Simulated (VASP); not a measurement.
A run of VASP 6.6.1 is set up as follows.

Contents of INCAR:

```
PREC = Accurate
ENCUT = 520
EDIFF = 1E-7
ISMEAR = 0
SIGMA = 0.02
LREAL = False
LASPH = True
NELM = 60
ALGO = Normal
ISIF = 2
LWAVE = False
LCHARG = False
GGA = PS
NBANDS = 51
```

The input KPOINTS:

```
Automatic mesh
0
Gamma
  8 8 8
```

Contents of POSCAR:

```
SrTiO3
1.0
   -2.7435442208      2.7435442208      3.9043140078
    2.7435442208     -2.7435442208      3.9043140078
    2.7435442208      2.7435442208     -3.9043140078
Sr Ti O
2 2 6
Direct
    0.7500000000      0.2500000000      0.5000000000
    0.2500000000      0.7500000000      0.5000000000
    0.0000000000      0.0000000000      0.0000000000
    0.5000000000      0.5000000000      0.0000000000
    0.2500000000      0.2500000000      0.0000000000
    0.7500000000      0.7500000000      0.0000000000
    0.7253544725      0.2253544725      0.9507089451
    0.2253544725      0.2746455275      0.5000000000
    0.2746455275      0.7746455275      0.0492910549
    0.7746455275      0.7253544725      0.5000000000
```

Potentials or basis: VASP PAW PBE potentials, release 64 (Sr_sv, Ti_sv, O).

Run with:

```sh
$ cat potpaw_PBE.64/Sr_sv/POTCAR potpaw_PBE.64/Ti_sv/POTCAR potpaw_PBE.64/O/POTCAR > POTCAR
$ mpirun -np 1 vasp_std > vasp.out
```

Task: What does it give for the band gap on the k mesh?

Result: 1.94 eV, indirect (least direct gap 1.95 eV).

Task: What does it give for the pressure?

Result: 0.7 GPa.

Task: What does it give for the largest force?

Result: 0.006 eV/Å.

Forces on the atoms (eV/Å):
```
Sr   0.000  0.000  0.000
Sr   0.000  0.000  0.000
Ti   0.000  0.000  0.000
Ti   0.000  0.000  0.000
O    0.000  0.000  0.000
O    0.000  0.000  0.000
O    0.004  0.004  0.000
O   -0.004  0.004  0.000
O   -0.004 -0.004  0.000
O    0.004 -0.004  0.000
```

Caveat: the PAW data sets were made with another functional, which shifts forces and pressure a little. PBEsol gaps usually lie below the measured ones, often by a third to a half.
